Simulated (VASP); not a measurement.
# Pt (Im-3m) in VASP: a series of runs, part 2 of 2

VASP 6.6.1. Earlier steps stand in the parts before.

### 4 Single point, LDA

The input, INCAR:

```
SYSTEM = Pt
PREC = Accurate
ENCUT = 500
EDIFF = 1E-6
ISMEAR = 0
SIGMA = 0.3
LREAL = .FALSE.
LASPH = .TRUE.
NELM = 120
ALGO = Normal
ISIF = 2
LWAVE = .FALSE.
LCHARG = .TRUE.
GGA = CA
LELF = .TRUE.
LVHAR = .TRUE.
NBANDS = 11
GGA_COMPAT = .FALSE.
```

The input, KPOINTS:

```
regular mesh
0
G
  8 8 8
  0 0 0
```

The input, POSCAR:

```
Pt
1.0
   -1.5842200000      1.5842200000      1.5842200000
    1.5842200000     -1.5842200000      1.5842200000
    1.5842200000      1.5842200000     -1.5842200000
Pt
1
Direct
    0.0000000000      0.0000000000      0.0000000000
```

Potentials or basis: VASP PAW LDA potentials, release 64 (Pt).

The run is started by

```bash
> cat potpaw_LDA.64/Pt/POTCAR > POTCAR
> mpirun -np 1 vasp_std > vasp.out
```

OUTCAR:

```text
SYSTEM = Pt
   PREC = Accurate
   ENCUT = 500
   EDIFF = 1E-6
   ISMEAR = 0
   LREAL = .FALSE.
   LASPH = .TRUE.
   NELM = 120
   ISIF = 2
   GGA = CA

 ion  position               nearest neighbor table
   1  0.000  0.000  0.000-

  LATTYP: Found a body centered cubic cell.
 ALAT       =     3.1684400000

  Lattice vectors:

 A1 = (  -1.5842200000,   1.5842200000,   1.5842200000)
 A2 = (   1.5842200000,  -1.5842200000,   1.5842200000)
 A3 = (   1.5842200000,   1.5842200000,  -1.5842200000)

Analysis of symmetry for initial positions (statically):
=====================================================================
 Subroutine PRICEL returns:
 Original cell was already a primitive cell.

 Routine SETGRP: Setting up the symmetry group for a
 body centered cubic supercell.

 Subroutine GETGRP returns: Found 48 space group operations
 (whereof 48 operations were pure point group operations)
 out of a pool of 48 trial point group operations.

The static configuration has the point symmetry O_h .

Analysis of symmetry for dynamics (positions and initial velocities):
[... 164 lines left out ...]
 k-point     1 :       0.0000    0.0000    0.0000
  band No.  band energies     occupation
      1       0.4791      2.00000
      2       6.4814      2.00000
      3       6.4814      2.00000
      4       6.4814      2.00000
      5       8.9893      2.00000
      6       8.9893      2.00000
      7      27.0028      0.00000
      8      27.0028      0.00000
      9      27.0028      0.00000
     10      37.0178      0.00000
     11      37.0261      0.00000
[... 309 lines left out ...]
 k-point    24 :      -0.3750    0.3750    0.2500
  band No.  band energies     occupation
      1       4.8447      2.00000
      2       5.4141      2.00000
      3       7.2150      2.00000
      4       7.8709      2.00000
      5       9.7451      1.71109
      6      11.6187      0.00000
      7      20.6261      0.00000
      8      23.4109      0.00000
      9      25.7222      0.00000
     10      28.7902      0.00000
     11      35.1468      0.00000

 [... further k-points ...]

------------------------ aborting loop because EDIFF is reached ----------------------------------------

  FORCE on cell =-STRESS in cart. coord.  units (eV):
  Direction    XX          YY          ZZ          XY          YZ          ZX
  --------------------------------------------------------------------------------------
  -------------------------------------------------------------------------------------
  Total       -1.3605928     -1.3605928     -1.3605928      0.0000000      0.0000000     -0.0000000
  in kB     -137.0668056   -137.0668056   -137.0668056      0.0000000      0.0000000     -0.0000000
  external PRESSURE =    -137.0668056 kB  Pullay stress =       0.0000000 kB

 VOLUME and BASIS-vectors are now :
 -----------------------------------------------------------------------------
  energy-cutoff  :      500.00
  volume of cell :       15.90
      direct lattice vectors                 reciprocal lattice vectors
    -1.584220000  1.584220000  1.584220000     0.000000000  0.315612731  0.315612731
     1.584220000 -1.584220000  1.584220000     0.315612731  0.000000000  0.315612731
     1.584220000  1.584220000 -1.584220000     0.315612731  0.315612731  0.000000000

 POSITION                                       TOTAL-FORCE (eV/Angst)
 -----------------------------------------------------------------------------------
      0.00000      0.00000      0.00000         0.000000      0.000000      0.000000
 -----------------------------------------------------------------------------------
    total drift:                                0.000000     -0.000000      0.000000

  FREE ENERGIE OF THE ION-ELECTRON SYSTEM (eV)
  ---------------------------------------------------
  free  energy   TOTEN  =        -7.3184932368 eV

  energy  without entropy=       -7.2497605458  energy(sigma->0) =       -7.28412689
```

stdout:

```text
POSCAR found type information on POSCAR Pt
 POSCAR found :  1 types and       1 ions
 scaLAPACK will be used
 LDA part: xc-table for (Slater(with rela. corr.)+CA(PZ))
 , standard interpolation
 POSCAR, INCAR and KPOINTS ok, starting setup
 FFT: planning ... GRIDC
 FFT: planning ... GRID_SOFT
 FFT: planning ... GRID
 WAVECAR not read
 entering main loop
```

Run time: 8.1 s. Hardware: 1 thread of Intel Xeon 8259CL, shared host; peak memory 0.12 GiB.

Results:

```
Free energy            : -7.3185 eV
Pressure               : -13.7 GPa
Band gap on the k mesh : zero (band 5 reaches 10.91 eV, above the bottom of band 6 at 8.99 eV)
```

Caveat: spin-orbit coupling is left out, which moves the levels of the heavy elements.

### 5 Single point, LDA

Changes to INCAR since step 4:

```diff
@@ -12,6 +12,4 @@
 LWAVE = .FALSE.
-LCHARG = .TRUE.
+LCHARG = .FALSE.
 GGA = CA
-LELF = .TRUE.
-LVHAR = .TRUE.
 NBANDS = 11
```

The input, KPOINTS:

```
Automatic mesh
0
G
  10 10 10
  0 0 0
```

POSCAR is that of step 4.

Potentials or basis: VASP PAW LDA potentials, release 64 (Pt).

The run is started by

```bash
> cat potpaw_LDA.64/Pt/POTCAR > POTCAR
> mpirun -np 1 vasp_std > vasp.out
```

OUTCAR:

```text
SYSTEM = Pt
   PREC = Accurate
   ENCUT = 500
   EDIFF = 1E-6
   ISMEAR = 0
   LREAL = .FALSE.
   LASPH = .TRUE.
   NELM = 120
   ISIF = 2
   GGA = CA

 ion  position               nearest neighbor table
   1  0.000  0.000  0.000-

  LATTYP: Found a body centered cubic cell.
 ALAT       =     3.1684400000

  Lattice vectors:

 A1 = (  -1.5842200000,   1.5842200000,   1.5842200000)
 A2 = (   1.5842200000,  -1.5842200000,   1.5842200000)
 A3 = (   1.5842200000,   1.5842200000,  -1.5842200000)

Analysis of symmetry for initial positions (statically):
=====================================================================
 Subroutine PRICEL returns:
 Original cell was already a primitive cell.

 Routine SETGRP: Setting up the symmetry group for a
 body centered cubic supercell.

 Subroutine GETGRP returns: Found 48 space group operations
 (whereof 48 operations were pure point group operations)
 out of a pool of 48 trial point group operations.

The static configuration has the point symmetry O_h .

Analysis of symmetry for dynamics (positions and initial velocities):
=====================================================================
 Subroutine PRICEL returns:
 Original cell was already a primitive cell.

 Routine SETGRP: Setting up the symmetry group for a
 body centered cubic supercell.

 Subroutine GETGRP returns: Found 48 space group operations
 (whereof 48 operations were pure point group operations)
 out of a pool of 48 trial point group operations.

The dynamic configuration has the point symmetry O_h .

 Subroutine INISYM returns: Found 48 space group operations
 (whereof 48 operations are pure point group operations),
 and found     1 'primitive' translations

----------------------------------------------------------------------------------------

                                     Primitive cell

  volume of cell :      15.9040

  direct lattice vectors                    reciprocal lattice vectors
[... 110 lines left out ...]
   GGA     = CA    functional components
   LHFCALC =     F    Hartree Fock is set to
   AEXX    =    0.0000 exact exchange contribution
   IVDW    =     0    specifies the selected vdW correction
   LEPSILON=     F    determine dielectric tensor
   LRPA    =     F    only Hartree local field effects (RPA)
 non-spin polarized calculation
 Gauss-broadening in eV      SIGMA  =   0.30
  energy-cutoff  :      500.00
  volume of cell :       15.90
 maximum number of plane-waves:       418
   NGX =  9   NGY =  9   NGZ =  9

 number of electron      10.0000000 magnetization

 Free energy of the ion-electron system (eV)
  ---------------------------------------------------
  ext. energy  EPLUGINS =         0.00000000
  ---------------------------------------------------
  free energy    TOTEN  =        -7.36449990 eV

  energy without entropy =       -7.32351791  energy(sigma->0) =       -7.34400891

 E-fermi :  10.0161     XC(G=0): -13.3754

 val. band max:        9.9834372376   @ k =  -0.4000   0.4000   0.4000
 cond. band min:      10.0579109058   @ k =  -0.3000   0.3000   0.2000
 fundamental gap:      0.0744736682
 Fermi energy:        10.0160502606

 k-point     1 :       0.0000    0.0000    0.0000
  band No.  band energies     occupation
      1       0.4795      2.00000
      2       6.4663      2.00000
      3       6.4663      2.00000
      4       6.4663      2.00000
      5       8.9828      2.00000
      6       8.9828      2.00000
      7      27.0052      0.00000
      8      27.0052      0.00000
      9      27.0052      0.00000
     10      37.0225      0.00000
     11      37.0312      0.00000
[... 309 lines left out ...]
 k-point    24 :      -0.3000    0.3000    0.1000
  band No.  band energies     occupation
      1       3.4417      2.00000
      2       5.8218      2.00000
      3       6.5905      2.00000
      4       8.1364      2.00000
      5       8.9466      2.00000
      6       9.5344      1.97682
      7      22.4188      0.00000
      8      25.5858      0.00000
      9      28.3169      0.00000
     10      31.7789      0.00000
     11      32.9704      0.00000

 [... further k-points ...]

------------------------ aborting loop because EDIFF is reached ----------------------------------------

  FORCE on cell =-STRESS in cart. coord.  units (eV):
  Direction    XX          YY          ZZ          XY          YZ          ZX
  --------------------------------------------------------------------------------------
  -------------------------------------------------------------------------------------
  Total       -1.4898913     -1.4898913     -1.4898913     -0.0000000      0.0000000     -0.0000000
  in kB     -150.0924025   -150.0924025   -150.0924025     -0.0000000      0.0000000     -0.0000000
  external PRESSURE =    -150.0924025 kB  Pullay stress =       0.0000000 kB

 VOLUME and BASIS-vectors are now :
 -----------------------------------------------------------------------------
  energy-cutoff  :      500.00
  volume of cell :       15.90
      direct lattice vectors                 reciprocal lattice vectors
    -1.584220000  1.584220000  1.584220000     0.000000000  0.315612731  0.315612731
     1.584220000 -1.584220000  1.584220000     0.315612731  0.000000000  0.315612731
     1.584220000  1.584220000 -1.584220000     0.315612731  0.315612731  0.000000000

 POSITION                                       TOTAL-FORCE (eV/Angst)
 -----------------------------------------------------------------------------------
      0.00000      0.00000      0.00000        -0.000000     -0.000000      0.000000
 -----------------------------------------------------------------------------------
    total drift:                                0.000000     -0.000000      0.000000

  FREE ENERGIE OF THE ION-ELECTRON SYSTEM (eV)
  ---------------------------------------------------
  free  energy   TOTEN  =        -7.3644998992 eV

  energy  without entropy=       -7.3235179118  energy(sigma->0) =       -7.34400891
```

Run time: 11 s. Hardware: 1 thread of Intel Xeon 8259CL, shared host; peak memory 0.12 GiB.

What came out:

- Free energy: -7.3645 eV
- Pressure: -15.0 GPa
- Band gap on the k mesh: zero (band 5 reaches 10.92 eV, above the bottom of band 6 at 8.85 eV)

Levels at points of the mesh, in eV from the Fermi level:
```tsv
k point	band 2	band 3	band 4	band 5	band 6	band 7	band 8	band 9
(0.00, 0.00, 0.00)	-3.55	-3.55	-3.55	-1.03	-1.03	16.99	16.99	16.99
(0.50, 0.00, 0.00)	-4.96	-1.23	-0.72	0.20	0.96	6.15	13.16	15.63
(0.50, 0.50, 0.50)	-6.08	0.44	0.44	0.44	7.53	7.53	7.53	12.56
```

Caveat: spin-orbit coupling is left out, which moves the levels of the heavy elements.

### 6 The runs side by side

| k mesh | gap on the mesh (eV) | pressure (GPa) |
| --- | --- | --- |
| 3 × 3 × 3 | none | -2.8 |
| 5 × 5 × 5 | none | -12.9 |
| 8 × 8 × 8 | none | -13.7 |
| 10 × 10 × 10 | none | -15.0 |

Alike in all rows: task single point; level LDA; potentials or basis VASP PAW LDA potentials, release 64 (Pt); no spin polarisation; cell as given; cutoff (eV) 500; smearing gaussian 0.3 eV.

Caveats: some runs use coarse meshes; spin-orbit coupling is left out, which moves the levels of the heavy elements.

Total energies depend on the potentials used, so only differences within one code and one set of settings carry meaning.
